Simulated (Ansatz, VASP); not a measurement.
# Ru: VASP beside Ansatz

Contents of INCAR:

```
SYSTEM = Ru
PREC     = Accurate       ! precision mode
ENCUT    = 520            ! plane-wave cutoff, eV
EDIFF    = 1E-8           ! SCF threshold, eV
ISMEAR   = -1             ! smearing method
SIGMA    = 0.03           ! smearing width, eV
LREAL    = .FALSE.        ! projectors in reciprocal space
LASPH    = .TRUE.         ! aspherical terms in the spheres
NELM     = 60             ! most SCF steps
ALGO     = Normal         ! electronic algorithm
ISIF     = 2              ! what is computed and relaxed
LWAVE    = .FALSE.        ! write WAVECAR
LCHARG   = .FALSE.        ! write CHGCAR
GGA      = PE             ! functional
LEFG     = .TRUE.       
NBANDS   = 21             ! bands
```

KPOINTS

```
Automatic mesh
0
G
  14 14 8
  0 0 0
```

Contents of POSCAR:

```
Ru
1.0
    2.7869733142      0.0000000000      0.0000000000
   -1.3934866571      2.4135896898      0.0000000000
    0.0000000000      0.0000000000      4.2819000000
Ru
2
Direct
    0.3333333333      0.6666666667      0.2500000000
    0.6666666667      0.3333333333      0.7500000000
```

Input for Ansatz:

```yaml
crystal:
  lattice:
    - [2.7869733142, 0.0, 0.0]
    - [-1.3934866571, 2.4135896898, 0.0]
    - [0.0, 0.0, 4.2819]
  atoms:
    - { symbol: Ru, position: [0.3333333333, 0.6666666667, 0.25] }
    - { symbol: Ru, position: [0.6666666667, 0.3333333333, 0.75] }
kpoints:
  mp_grid: { grid: [14, 14, 8] }
scf:
  occupations: { method: fermi_dirac, width: 0.03 }
hamiltonian:
  xc: pbe
  pseudopotentials: { kind: all_electron, datasets: crystal }
output:
  forces: true
  stress: true
  eigenvalues: true
  efg: { contact_densities: true }
```

Change from the starting cell: equal xx and yy strain of +3 %, crystal datasets.

Alike in both runs: task electric field gradients; functional PBE; k mesh 14 × 14 × 8; occupations fermi-dirac, width 0.03 eV; no spin polarisation.

|  | VASP | Ansatz |
| --- | --- | --- |
| version | VASP 6.6.1 | Ansatz 0.2.0 |
| potentials or method | VASP PAW PBE potentials, release 64 (Ru_pv), cutoff 520 eV | all-electron PAW with datasets made for the crystal, scalar-relativistic |

|  | VASP | Ansatz | Ansatz less VASP |
| --- | --- | --- | --- |
| pressure (GPa) | -12.1 | -12.1 | +0.06 |
| traceless stress, the component that is largest in VASP (GPa) | 6.06 | 6.04 | -0.013 |
| size of Vzz on the site where it differs most (V/Å²) | 21.4 | 18.1 | -3.36 |

Ansatz ran all-electron here, and VASP with PAW potentials.
